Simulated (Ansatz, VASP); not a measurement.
# Sn in VASP and in Ansatz

INCAR

```
SYSTEM = Sn
ALGO = Normal
EDIFF = 1E-7
ENCUT = 520
GGA = PE
ISIF = 2
ISMEAR = 0
LASPH = .TRUE.
LCHARG = .TRUE.
LELF = .TRUE.
LREAL = .FALSE.
LVHAR = .TRUE.
LWAVE = .FALSE.
NBANDS = 21
NELM = 100
PREC = Accurate
SIGMA = 0.1
```

KPOINTS

```
k-points
0
G
  12 12 10
  0 0 0
```

POSCAR

```
Sn
1.0
   -3.0097927093      3.0396008626      1.6747150871
    3.0119677600     -3.0266145304      1.6548397376
    2.9986201756      3.0154419967     -1.6508411466
Sn
2
Direct
    0.7418267215      0.2555012383      0.5038620604
    0.0081732785     -0.0055012383     -0.0038620604
```

Input for Ansatz:

```yaml
crystal:
  lattice:
    - [-3.0097927093, 3.0396008626, 1.6747150871]
    - [3.01196776, -3.0266145304, 1.6548397376]
    - [2.9986201756, 3.0154419967, -1.6508411466]
  atoms:
    - { symbol: Sn, position: [0.7418267215, 0.2555012383, 0.5038620604] }
    - { symbol: Sn, position: [0.0081732785, -0.0055012383, -0.0038620604] }
basis:
  ecutwfc: 420
kpoints:
  mp_grid: { grid: [12, 12, 10] }
hamiltonian:
  xc: pbe
scf:
  occupations: { method: gaussian, width: 0.1 }
output:
  forces: true
  stress: true
  eigenvalues: true
  populations: true
```

Change from the starting cell: all atoms moved at random, cell strained at random.

Alike in both runs: task single point; functional PBE; k mesh 12 × 12 × 10; occupations gaussian, width 0.1 eV; no spin polarisation.

```csv
,VASP,Ansatz
version,VASP 6.6.1,Ansatz 0.2.0
potentials or method,"VASP PAW PBE potentials, release 64 (Sn_d), cutoff 520 eV","scalar-relativistic, plane waves, PAW"
valence electrons in the cell,28,28
```

```csv
,VASP,Ansatz,Ansatz less VASP
gap on the k mesh at the Fermi level (eV),none,none,-
pressure (GPa),-2.5,-2.4,+0.07
"traceless stress, the component that is largest in VASP (GPa)",0.73,0.73,-0.001
rms of the force components (eV/Å),0.173,0.173,-0.0005
```

Atom by atom the forces differ by 0.001 eV/Å (rms over components). A gap of «none» marks a metal or a gap that the smearing closes. The functional is the same, so the differences come from potentials, cutoffs and numerics.
